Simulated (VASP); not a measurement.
# Ir3O (Im-3m) in VASP: relaxation of cell and atoms with PBE

Aim: the relaxation of cell and atoms of Ir3O with PBE.

Program: VASP 6.6.1. These are calculated values, not measurements. Logs are shortened: lines on timing, memory, paths and dates and some standing lists are left out, and cuts for length are marked.

## Step 1: The cell of the first run

The structure is cubic, space group Im-3m (No. 229). The conventional cell has a = 4.953 Å, b = 4.953 Å, c = 4.953 Å, α = 90.00°, β = 90.00°, γ = 90.00°. Within 3.3 Å of Ir (site symmetry 4/mmm) lie 4 Ir at 2.48 Å and 2 O at 2.48 Å. Within 3.3 Å of O (site symmetry m-3m) lie 6 Ir at 2.48 Å.

The cell was generated, and may not be a known phase.

## Step 2: Relaxation of cell and atoms, PBE

INCAR reads:

```
PREC = Accurate
ENCUT = 600
EDIFF = 1E-6
ISMEAR = 0
SIGMA = 0.1
LREAL = False
LASPH = True
NELM = 80
ALGO = Normal
ISIF = 3
LWAVE = False
LCHARG = False
GGA = PE
IBRION = 2
NSW = 100
EDIFFG = -0.01
```

KPOINTS reads:

```
Automatic mesh
0
Gamma
  14 14 14
```

POSCAR reads:

```
Ir3O
1.0
   -2.4764542149      2.4764542149      2.4764542149
    2.4764542149     -2.4764542149      2.4764542149
    2.4764542149      2.4764542149     -2.4764542149
Ir O
3 1
Direct
    0.0000000000      0.5000000000      0.5000000000
    0.5000000000      0.0000000000      0.5000000000
    0.5000000000      0.5000000000      0.0000000000
    0.0000000000      0.0000000000      0.0000000000
```

Potentials or basis: VASP PAW PBE potentials, release 64 (Ir, O).

Command:

```console
> cat potpaw_PBE.64/Ir/POTCAR potpaw_PBE.64/O/POTCAR > POTCAR
> mpirun -np 1 vasp_std > vasp.out
```

OUTCAR:

```text
PREC = Accurate
   ENCUT = 600
   EDIFF = 1E-6
   ISMEAR = 0
   LREAL = False
   LASPH = True
   NELM = 80
   ISIF = 3
   GGA = PE
   IBRION = 2
   NSW = 100
   EDIFFG = -0.01

 ion  position               nearest neighbor table
   1  0.000  0.500  0.500-   2 2.48   3 2.48   4 2.48   4 2.48   3 2.48   2 2.48
   2  0.500  0.000  0.500-   1 2.48   3 2.48   4 2.48   3 2.48   4 2.48   1 2.48
   3  0.500  0.500  0.000-   1 2.48   2 2.48   4 2.48   2 2.48   1 2.48   4 2.48
   4  0.000  0.000  0.000-   1 2.48   2 2.48   3 2.48   1 2.48   2 2.48   3 2.48

  LATTYP: Found a body centered cubic cell.
 ALAT       =     4.9529084298

  Lattice vectors:

 A1 = (  -2.4764542149,   2.4764542149,   2.4764542149)
 A2 = (   2.4764542149,  -2.4764542149,   2.4764542149)
 A3 = (   2.4764542149,   2.4764542149,  -2.4764542149)

Analysis of symmetry for initial positions (statically):
=====================================================================
 Subroutine PRICEL returns:
 Original cell was already a primitive cell.

 Routine SETGRP: Setting up the symmetry group for a
 body centered cubic supercell.

 Subroutine GETGRP returns: Found 48 space group operations
 (whereof 48 operations were pure point group operations)
 out of a pool of 48 trial point group operations.

The static configuration has the point symmetry O_h .

Analysis of symmetry for dynamics (positions and initial velocities):
=====================================================================
 Subroutine PRICEL returns:
 Original cell was already a primitive cell.

 Routine SETGRP: Setting up the symmetry group for a
 body centered cubic supercell.

 Subroutine GETGRP returns: Found 48 space group operations
 (whereof 48 operations were pure point group operations)
 out of a pool of 48 trial point group operations.

The dynamic configuration has the point symmetry O_h .

 Subroutine INISYM returns: Found 48 space group operations
 (whereof 48 operations are pure point group operations),
 and found     1 'primitive' translations

----------------------------------------------------------------------------------------

                                     Primitive cell

  volume of cell :      60.7506

  direct lattice vectors                    reciprocal lattice vectors
    -2.476454215  2.476454215  2.476454215     0.000000000  0.201901572  0.201901572
     2.476454215 -2.476454215  2.476454215     0.201901572  0.000000000  0.201901572
     2.476454215  2.476454215 -2.476454215     0.201901572  0.201901572  0.000000000

  length of vectors
     4.289344523  4.289344523  4.289344523     0.285531942  0.285531942  0.285531942

  position of ions in fractional coordinates (direct lattice)
     0.000000000  0.500000000  0.500000000
     0.500000000  0.000000000  0.500000000
     0.500000000  0.500000000  0.000000000
     0.000000000  0.000000000  0.000000000

  ion indices of the primitive-cell ions
   primitive index   ion index
                 1           1
                 2           2
                 3           3
                 4           4

----------------------------------------------------------------------------------------

 KPOINTS: Automatic mesh

Automatic generation of k-mesh.
 Grid dimensions read from file:
 generate k-points for:   14   14   14

 Generating k-lattice:

  Cartesian coordinates                     Fractional coordinates (reciprocal lattice)
     0.000000000  0.014421541  0.014421541     0.071428571  0.000000000  0.000000000
     0.014421541  0.000000000  0.014421541     0.000000000  0.071428571  0.000000000
     0.014421541  0.014421541  0.000000000     0.000000000  0.000000000  0.071428571

  Length of vectors
     0.020395139  0.020395139  0.020395139

  Shift w.r.t. Gamma in fractional coordinates (k-lattice)
     0.000000000  0.000000000  0.000000000

 Subroutine IBZKPT returns following result:
 ===========================================

 Found    104 irreducible k-points:

 Following reciprocal coordinates:
            Coordinates               Weight
  0.000000  0.000000  0.000000      1.000000
  0.071429  0.000000  0.000000     12.000000
  0.142857  0.000000  0.000000     12.000000
  0.214286  0.000000  0.000000     12.000000
  0.285714  0.000000  0.000000     12.000000
  0.357143  0.000000  0.000000     12.000000
[... 16 lines left out ...]
  0.285714  0.285714  0.000000     24.000000
  0.357143  0.285714  0.000000     24.000000
 [... further k-points ...]
   k-points           NKPTS =    104   k-points in BZ     NKDIM =    104   number of bands    NBANDS=     20
   number of dos      NEDOS =    301   number of ions     NIONS =      4
   total plane-waves  NPLWV =  46656
   dimension x,y,z NGX =    36 NGY =   36 NGZ =   36
   dimension x,y,z NGXF=    72 NGYF=   72 NGZF=   72
   ions per type =               3   1
   NGX,Y,Z   is equivalent  to a cutoff of  13.95, 13.95, 13.95 a.u.
   NGXF,Y,Z  is equivalent  to a cutoff of  27.91, 27.91, 27.91 a.u.
 SYSTEM =  unknown system
   PREC   = accura    normal or accurate (medium, high low for compatibility)
   ISTART =      0    job   : 0-new  1-cont  2-samecut
   ICHARG =      2    charge: 1-file 2-atom 10-const
   ISPIN  =      1    spin polarized calculation?
   LNONCOLLINEAR =      F non collinear calculations
   LSORBIT =      F    spin-orbit coupling
   LASPH  =      T    aspherical Exc in radial PAW
   ENCUT  =  600.0 eV  44.10 Ry    6.64 a.u.   8.57  8.57  8.57*2*pi/ulx,y,z
   NELM   =     80;   NELMIN=  2; NELMDL= -5     # of ELM steps
   EDIFF  = 0.1E-05   stopping-criterion for ELM
   LREAL  =      F    real-space projection
   EDIFFG = -.1E-01   stopping-criterion for IOM
   NSW    =    100    number of steps for IOM
   IBRION =      2    ionic relax: 0-MD 1-quasi-New 2-CG
   NFREE  =      1    steps in history (QN), initial steepest desc. (CG)
   ISIF   =      3    stress and relaxation
   ISYM   =      2    0-nonsym 1-usesym 2-fastsym
   POTIM  = 0.5000    time-step for ionic-motion
   TEBEG  =    0.0;   TEEND  =   0.0 temperature during run
   PSTRESS=    0.0 pullay stress
   NELECT =      33.0000    total number of electrons
   NUPDOWN=      -1.0000    fix difference up-down
   EMIN   =  10.00;   EMAX   =-10.00  energy-range for DOS
   EFERMI =   0.00;   METHOD = LEGACY
   ISMEAR =     0;   SIGMA  =   0.10  broadening in eV -4-tet -1-fermi 0-gaus
   EFERMI_NEDOS =   21; number of points for ismear=-14 and -15
   IALGO  =     38    algorithm
   IMIX   =      4    mixing-type and parameters
     AMIX     =   0.40;   BMIX     =  1.00
     AMIX_MAG =   1.60;   BMIX_MAG =  1.00
  volume/ion in A,a.u.               =      15.19       102.49
  Fermi-wavevector in a.u.,A,eV,Ry     =   1.335762  2.524225 24.276343  1.784261
  Thomas-Fermi vector in A             =   2.464441
   LORBIT       =      0    0 simple, 1 ext, 2 COOP (PROOUT), +10 PAW based schemes
   GGA     = PE    functional components
   LHFCALC =     F    Hartree Fock is set to
   AEXX    =    0.0000 exact exchange contribution
   IVDW    =     0    specifies the selected vdW correction
   LEPSILON=     F    determine dielectric tensor
   LRPA    =     F    only Hartree local field effects (RPA)
 conjugate gradient relaxation of ions
 non-spin polarized calculation
 Gauss-broadening in eV      SIGMA  =   0.10
  energy-cutoff  :      600.00
  volume of cell :       60.75
 maximum number of plane-waves:      2040
 NGX is ok and might be reduce to    36
   NGX = 17   NGY = 17   NGZ = 17

--------------------------------------- Ionic step        1  -------------------------------------------

 number of electron      33.0000000 magnetization

 Free energy of the ion-electron system (eV)
  ---------------------------------------------------
  ext. energy  EPLUGINS =         0.00000000
  ---------------------------------------------------
  free energy    TOTEN  =       -26.76945424 eV

  energy without entropy =      -26.74469828  energy(sigma->0) =      -26.75707626

------------------------ aborting loop because EDIFF is reached ----------------------------------------

  FORCE on cell =-STRESS in cart. coord.  units (eV):
  Direction    XX          YY          ZZ          XY          YZ          ZX
  --------------------------------------------------------------------------------------
  -------------------------------------------------------------------------------------
  Total       -0.1797198     -0.1797198     -0.1797198     -0.0000000     -0.0000000     -0.0000000
  in kB       -4.7397529     -4.7397529     -4.7397529     -0.0000000     -0.0000000     -0.0000000
  external PRESSURE =      -4.7397529 kB  Pullay stress =       0.0000000 kB

 VOLUME and BASIS-vectors are now :
 -----------------------------------------------------------------------------
  energy-cutoff  :      600.00
  volume of cell :       60.75
      direct lattice vectors                 reciprocal lattice vectors
    -2.476454215  2.476454215  2.476454215     0.000000000  0.201901572  0.201901572
     2.476454215 -2.476454215  2.476454215     0.201901572  0.000000000  0.201901572
     2.476454215  2.476454215 -2.476454215     0.201901572  0.201901572  0.000000000
[... 39 lines left out ...]
 POSITION                                       TOTAL-FORCE (eV/Angst)
 -----------------------------------------------------------------------------------
      0.00000      2.47109      2.47109         0.000000      0.000000     -0.000000
      0.00000      2.47109      0.00000        -0.000000      0.000000      0.000000
      0.00000      0.00000      2.47109         0.000000     -0.000000      0.000000
      4.94217      0.00000      0.00000        -0.000000     -0.000000     -0.000000
 -----------------------------------------------------------------------------------
    total drift:                                0.000000      0.000000      0.000000

  FREE ENERGIE OF THE ION-ELECTRON SYSTEM (eV)
  ---------------------------------------------------
  free  energy   TOTEN  =       -26.7688535954 eV

  energy  without entropy=      -26.7444898428  energy(sigma->0) =      -26.75667172

--------------------------------------- Ionic step        3  -------------------------------------------

 number of electron      33.0000000 magnetization

 Free energy of the ion-electron system (eV)
  ---------------------------------------------------
  ext. energy  EPLUGINS =         0.00000000
  ---------------------------------------------------
  free energy    TOTEN  =       -26.76964981 eV

  energy without entropy =      -26.74502486  energy(sigma->0) =      -26.75733734

 E-fermi :   6.6840     XC(G=0): -12.4386

 val. band max:        6.6823083153   @ k =  -0.2857   0.5000   0.0714
 cond. band min:       6.6858964636   @ k =  -0.3571  -0.4286   0.1429
 fundamental gap:      0.0035881484
 Fermi energy:         6.6839880447

 k-point     1 :       0.0000    0.0000    0.0000
  band No.  band energies     occupation
      1     -11.7178      2.00000
      2      -1.1678      2.00000
      3       0.4480      2.00000
      4       0.4480      2.00000
      5       0.7229      2.00000
      6       0.7229      2.00000
[... 12 lines left out ...]
     19       7.4373      0.00000
     20      10.6794      0.00000
[... 507 lines left out ...]
 k-point    24 :       0.3571    0.2857    0.0000
  band No.  band energies     occupation
      1     -11.4893      2.00000
      2       0.2690      2.00000
      3       0.6027      2.00000
      4       0.9648      2.00000
      5       1.6722      2.00000
      6       2.1834      2.00000
[... 12 lines left out ...]
     19       7.2083      0.00000
     20       8.0712      0.00000

 [... further k-points ...]

------------------------ aborting loop because EDIFF is reached ----------------------------------------

  FORCE on cell =-STRESS in cart. coord.  units (eV):
  Direction    XX          YY          ZZ          XY          YZ          ZX
  --------------------------------------------------------------------------------------
  -------------------------------------------------------------------------------------
  Total        0.0016122      0.0016122      0.0016122      0.0000000      0.0000000     -0.0000000
  in kB        0.0426117      0.0426117      0.0426117      0.0000000      0.0000000     -0.0000000
  external PRESSURE =       0.0426117 kB  Pullay stress =       0.0000000 kB

 VOLUME and BASIS-vectors are now :
 -----------------------------------------------------------------------------
  energy-cutoff  :      600.00
  volume of cell :       60.62
      direct lattice vectors                 reciprocal lattice vectors
    -2.474663622  2.474663622  2.474663622     0.000000000  0.202047662  0.202047662
     2.474663622 -2.474663622  2.474663622     0.202047662  0.000000000  0.202047662
     2.474663622  2.474663622 -2.474663622     0.202047662  0.202047662  0.000000000

 POSITION                                       TOTAL-FORCE (eV/Angst)
 -----------------------------------------------------------------------------------
      2.47466      0.00000      0.00000         0.000000      0.000000     -0.000000
      0.00000      2.47466      0.00000        -0.000000     -0.000000      0.000000
      0.00000      0.00000      2.47466        -0.000000      0.000000      0.000000
     -0.00000      0.00000      0.00000         0.000000      0.000000     -0.000000
 -----------------------------------------------------------------------------------
    total drift:                                0.000000      0.000000     -0.000000

  FREE ENERGIE OF THE ION-ELECTRON SYSTEM (eV)
  ---------------------------------------------------
  free  energy   TOTEN  =       -26.7696498142 eV

  energy  without entropy=      -26.7450248561  energy(sigma->0) =      -26.75733734

 reached required accuracy - stopping structural energy minimisation
```

Wall time 9.2 min (1 thread of Intel Xeon 8259CL, shared host); peak memory 0.31 GiB.

What came out:

- Free energy: -26.7696 eV
- Relaxed volume: 15.15 Å³/atom
- Relaxed cell: a = 4.286 Å, b = 4.286 Å, c = 4.286 Å, α = 109.47°, β = 109.47°, γ = 109.47°
- Space group after relaxing (to 0.1 Å): Im-3m (No. 229)
- Energy gained by relaxing: 0.0 meV/atom
- Ionic steps: 3
- Pressure after relaxing: 0.0 GPa
- Band gap on the k mesh: zero (an odd number of electrons rules out a gap without spin polarisation)

Step by step:
```tsv
step	energy change (eV)	largest force (eV/Å)	pressure (GPa)	volume (Å³)
1	0.0000	0.0000	-0.47	60.75
2	0.0006	0.0000	0.98	60.36
3	-0.0002	0.0000	0.00	60.62
```

Final structure:
```
Ir O
1.0
    -2.47466    2.47466    2.47466
     2.47466   -2.47466    2.47466
     2.47466    2.47466   -2.47466
Ir O
3 1
Cartesian
  2.4747 0.0000 0.0000
  0.0000 2.4747 0.0000
  0.0000 0.0000 2.4747
  0.0000 0.0000 0.0000
```

Caveat: spin-orbit coupling is left out, which moves the levels of the heavy elements; an odd number of electrons without spin polarisation forces a metal; a magnetic or distorted state may lie lower.
